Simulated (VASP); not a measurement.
# As (R-3m) in VASP: settings compared, part 2 of 2

VASP 6.6.1. Earlier steps stand in the parts before.

### 3 Single point, PBEsol

Input file INCAR:

```
SYSTEM = As
PREC     = Accurate       ! precision mode
ENCUT    = 520            ! plane-wave cutoff, eV
EDIFF    = 1E-6           ! SCF threshold, eV
ISMEAR   = -1             ! smearing method
SIGMA    = 0.05           ! smearing width, eV
LREAL    = .FALSE.        ! projectors in reciprocal space
LASPH    = .TRUE.         ! aspherical terms in the spheres
NELM     = 80             ! most SCF steps
ALGO     = Normal         ! electronic algorithm
ISIF     = 2              ! what is computed and relaxed
LWAVE    = .FALSE.        ! write WAVECAR
LCHARG   = .FALSE.        ! write CHGCAR
GGA      = PS             ! functional
NBANDS   = 12             ! bands
```

Input file KPOINTS:

```
Automatic mesh
0
G
  12 12 12
  0 0 0
```

Input file POSCAR:

```
As
1.0
    1.8774110887      1.0839237974      3.7043351684
   -1.8774110887      1.0839237974      3.7043351684
    0.0000000000     -2.1678475948      3.7043351684
As
2
Direct
    0.2244335900      0.2244335900      0.2244335900
    0.7755664100      0.7755664100      0.7755664100
```

Potentials or basis: VASP PAW PBE potentials, release 64 (As).

Run with:

```console
cat potpaw_PBE.64/As/POTCAR > POTCAR
mpirun -np 1 vasp_std > vasp.out
```

OUTCAR:

```text
SYSTEM = As
   PREC = Accurate
   ENCUT = 520
   EDIFF = 1E-6
   ISMEAR = -1
   LREAL = .FALSE.
   LASPH = .TRUE.
   NELM = 80
   ISIF = 2
   GGA = PS

 ion  position               nearest neighbor table
   1  0.224  0.224  0.224-   2 2.52   2 2.52   2 2.52
   2  0.776  0.776  0.776-   1 2.52   1 2.52   1 2.52

  LATTYP: Found a trigonal (rhomboedric) cell.
 ALAT       =     4.2920463924
 COS(alpha) =     0.6173339462

  Lattice vectors:

 A1 = (   1.8774110887,   1.0839237974,   3.7043351684)
 A2 = (  -1.8774110887,   1.0839237974,   3.7043351684)
 A3 = (   0.0000000000,  -2.1678475948,   3.7043351684)

Analysis of symmetry for initial positions (statically):
=====================================================================
 Subroutine PRICEL returns:
 Original cell was already a primitive cell.

 Routine SETGRP: Setting up the symmetry group for a
 trigonal (rhombohedral) supercell.

 Subroutine GETGRP returns: Found 12 space group operations
 (whereof 12 operations were pure point group operations)
 out of a pool of 12 trial point group operations.

The static configuration has the point symmetry D_3d.

Analysis of symmetry for dynamics (positions and initial velocities):
=====================================================================
 Subroutine PRICEL returns:
 Original cell was already a primitive cell.

 Routine SETGRP: Setting up the symmetry group for a
 trigonal (rhombohedral) supercell.

 Subroutine GETGRP returns: Found 12 space group operations
 (whereof 12 operations were pure point group operations)
 out of a pool of 12 trial point group operations.

The dynamic configuration has the point symmetry D_3d.

 Subroutine INISYM returns: Found 12 space group operations
 (whereof 12 operations are pure point group operations),
 and found     1 'primitive' translations

----------------------------------------------------------------------------------------

                                     Primitive cell

  volume of cell :      45.2293

  direct lattice vectors                    reciprocal lattice vectors
     1.877411089  1.083923797  3.704335168     0.266324197  0.153762347  0.089984658
    -1.877411089  1.083923797  3.704335168    -0.266324197  0.153762347  0.089984658
     0.000000000 -2.167847595  3.704335168     0.000000000 -0.307524693  0.089984658

  length of vectors
     4.292046392  4.292046392  4.292046392     0.320419531  0.320419531  0.320419531

  position of ions in fractional coordinates (direct lattice)
     0.224433590  0.224433590  0.224433590
     0.775566410  0.775566410  0.775566410

  ion indices of the primitive-cell ions
   primitive index   ion index
                 1           1
                 2           2

----------------------------------------------------------------------------------------

 KPOINTS: Automatic mesh

Automatic generation of k-mesh.
 Grid dimensions read from file:
 generate k-points for:   12   12   12

 Generating k-lattice:

  Cartesian coordinates                     Fractional coordinates (reciprocal lattice)
     0.022193683  0.012813529  0.007498722     0.083333333  0.000000000 -0.000000000
    -0.022193683  0.012813529  0.007498722     0.000000000  0.083333333 -0.000000000
     0.000000000 -0.025627058  0.007498722    -0.000000000 -0.000000000  0.083333333

  Length of vectors
     0.026701628  0.026701628  0.026701628

  Shift w.r.t. Gamma in fractional coordinates (k-lattice)
     0.000000000  0.000000000  0.000000000

 Subroutine IBZKPT returns following result:
 ===========================================

 Found    189 irreducible k-points:

 Following reciprocal coordinates:
            Coordinates               Weight
  0.000000  0.000000  0.000000      1.000000
  0.083333  0.000000 -0.000000      6.000000
  0.166667  0.000000 -0.000000      6.000000
  0.250000  0.000000  0.000000      6.000000
  0.333333  0.000000  0.000000      6.000000
  0.416667  0.000000  0.000000      6.000000
[... 16 lines left out ...]
  0.500000  0.166667 -0.000000     12.000000
 -0.416667  0.166667 -0.000000     12.000000
 [... further k-points ...]
   k-points           NKPTS =    189   k-points in BZ     NKDIM =    189   number of bands    NBANDS=     12
   number of dos      NEDOS =    301   number of ions     NIONS =      2
   total plane-waves  NPLWV =  32768
   dimension x,y,z NGX =    32 NGY =   32 NGZ =   32
   dimension x,y,z NGXF=    64 NGYF=   64 NGZF=   64
   ions per type =               2
   NGX,Y,Z   is equivalent  to a cutoff of  12.39, 12.39, 12.39 a.u.
   NGXF,Y,Z  is equivalent  to a cutoff of  24.79, 24.79, 24.79 a.u.
 SYSTEM =  As
   PREC   = accura    normal or accurate (medium, high low for compatibility)
   ISTART =      0    job   : 0-new  1-cont  2-samecut
   ICHARG =      2    charge: 1-file 2-atom 10-const
   ISPIN  =      1    spin polarized calculation?
   LNONCOLLINEAR =      F non collinear calculations
   LSORBIT =      F    spin-orbit coupling
   LASPH  =      T    aspherical Exc in radial PAW
   ENCUT  =  520.0 eV  38.22 Ry    6.18 a.u.   7.98  7.98  7.98*2*pi/ulx,y,z
   NELM   =     80;   NELMIN=  2; NELMDL= -5     # of ELM steps
   EDIFF  = 0.1E-05   stopping-criterion for ELM
   LREAL  =      F    real-space projection
   EDIFFG = 0.1E-04   stopping-criterion for IOM
   NSW    =      0    number of steps for IOM
   IBRION =     -1    ionic relax: 0-MD 1-quasi-New 2-CG
   NFREE  =      0    steps in history (QN), initial steepest desc. (CG)
   ISIF   =      2    stress and relaxation
   ISYM   =      2    0-nonsym 1-usesym 2-fastsym
   POTIM  = 0.5000    time-step for ionic-motion
   TEBEG  =    0.0;   TEEND  =   0.0 temperature during run
   PSTRESS=    0.0 pullay stress
   NELECT =      10.0000    total number of electrons
   NUPDOWN=      -1.0000    fix difference up-down
   EMIN   =  10.00;   EMAX   =-10.00  energy-range for DOS
   EFERMI =   0.00;   METHOD = LEGACY
   ISMEAR =    -1;   SIGMA  =   0.05  broadening in eV -4-tet -1-fermi 0-gaus
   EFERMI_NEDOS =   21; number of points for ismear=-14 and -15
   IALGO  =     38    algorithm
   IMIX   =      4    mixing-type and parameters
     AMIX     =   0.40;   BMIX     =  1.00
     AMIX_MAG =   1.60;   BMIX_MAG =  1.00
  volume/ion in A,a.u.               =      22.61       152.61
  Fermi-wavevector in a.u.,A,eV,Ry     =   0.989923  1.870684 13.333008  0.979948
  Thomas-Fermi vector in A             =   2.121557
   LORBIT       =      0    0 simple, 1 ext, 2 COOP (PROOUT), +10 PAW based schemes
   GGA     = PS    functional components
   LHFCALC =     F    Hartree Fock is set to
   AEXX    =    0.0000 exact exchange contribution
   IVDW    =     0    specifies the selected vdW correction
   LEPSILON=     F    determine dielectric tensor
   LRPA    =     F    only Hartree local field effects (RPA)
 non-spin polarized calculation
  energy-cutoff  :      520.00
  volume of cell :       45.23
 maximum number of plane-waves:      1233
   NGX = 15   NGY = 15   NGZ = 15

 number of electron      10.0000000 magnetization

 number of electron       9.9999999 magnetization

 Free energy of the ion-electron system (eV)
  ---------------------------------------------------
  ext. energy  EPLUGINS =         0.00000000
  ---------------------------------------------------
  free energy    TOTEN  =       -10.17156040 eV

  energy without entropy =      -10.16945718  energy(sigma->0) =      -10.17050879

 E-fermi :   4.9685     XC(G=0):  -9.8744

 val. band max:        4.9466635919   @ k =   0.5000   0.0833   0.0833
 cond. band min:       4.9829372481   @ k =  -0.4167   0.5000   0.4167
 fundamental gap:      0.0362736562
 Fermi energy:         4.9684835582

 k-point     1 :       0.0000    0.0000    0.0000
  band No.  band energies     occupation
      1      -9.9532      2.00000
      2      -1.3242      2.00000
      3       2.2079      2.00000
      4       3.0286      2.00000
      5       3.0286      2.00000
      6       6.2535      0.00000
      7       7.5960      0.00000
      8       7.5960      0.00000
      9      12.0011      0.00000
     10      12.0011      0.00000
     11      12.4109      0.00000
     12      13.3947      0.00000
[... 331 lines left out ...]
 k-point    24 :      -0.4167    0.1667   -0.0000
  band No.  band energies     occupation
      1      -7.0974      2.00000
      2      -5.9488      2.00000
      3       0.3149      2.00000
      4       1.6590      2.00000
      5       3.0234      2.00000
      6       5.7542      0.00000
      7       6.3520      0.00000
      8       8.1633      0.00000
      9      12.3663      0.00000
     10      13.8580      0.00000
     11      14.5723      0.00000
     12      16.0501      0.00000

 [... further k-points ...]
[... 5 lines left out ...]
  --------------------------------------------------------------------------------------
  -------------------------------------------------------------------------------------
  Total       -0.1905118     -0.1905118     -0.4854129      0.0000000      0.0000000      0.0000000
  in kB       -6.7485878     -6.7485878    -17.1950017      0.0000000      0.0000000      0.0000000
  external PRESSURE =     -10.2307258 kB  Pullay stress =       0.0000000 kB

 VOLUME and BASIS-vectors are now :
 -----------------------------------------------------------------------------
  energy-cutoff  :      520.00
  volume of cell :       45.23
      direct lattice vectors                 reciprocal lattice vectors
     1.877411089  1.083923797  3.704335168     0.266324197  0.153762347  0.089984658
    -1.877411089  1.083923797  3.704335168    -0.266324197  0.153762347  0.089984658
     0.000000000 -2.167847595  3.704335168     0.000000000 -0.307524693  0.089984658

 POSITION                                       TOTAL-FORCE (eV/Angst)
 -----------------------------------------------------------------------------------
      0.00000      0.00000      2.49413         0.000000     -0.000000      0.238677
      0.00000      0.00000      8.61887         0.000000      0.000000     -0.238677
 -----------------------------------------------------------------------------------
    total drift:                                0.000000     -0.000000      0.000000

  FREE ENERGIE OF THE ION-ELECTRON SYSTEM (eV)
  ---------------------------------------------------
  free  energy   TOTEN  =       -10.1715603971 eV

  energy  without entropy=      -10.1694571841  energy(sigma->0) =      -10.17050879
```

Wall time 83 s (1 thread of Intel Xeon 8259CL, shared host); peak memory 0.23 GiB.

Results:

```yaml
Free_energy: -10.1716 eV
Pressure: -1.0 GPa
Largest_force: 0.239 eV/Å
Band_gap_on_the_k_mesh: zero (band 5 reaches 5.05 eV, above the bottom of band 6 at 4.54 eV)
```

Forces in eV/Å, atoms in the order of the input:
```
As   0.000  0.000  0.239
As   0.000  0.000 -0.239
```

Levels at points of the mesh, in eV from the Fermi level:
```csv
k point,band 3,band 4,band 5,band 6,band 7,band 8
"(0.00, 0.00, 0.00)",-2.76,-1.94,-1.94,1.29,2.63,2.63
"(0.50, 0.00, 0.00)",-3.20,-2.98,-0.70,-0.43,0.24,1.58
"(0.50, 0.50, 0.00)",-5.77,-4.15,-3.95,1.29,4.95,6.46
"(0.50, 0.50, 0.50)",-1.74,-1.74,-0.63,0.99,0.99,1.76
```

Caveat: the PAW data sets were made with another functional, which shifts forces and pressure a little.
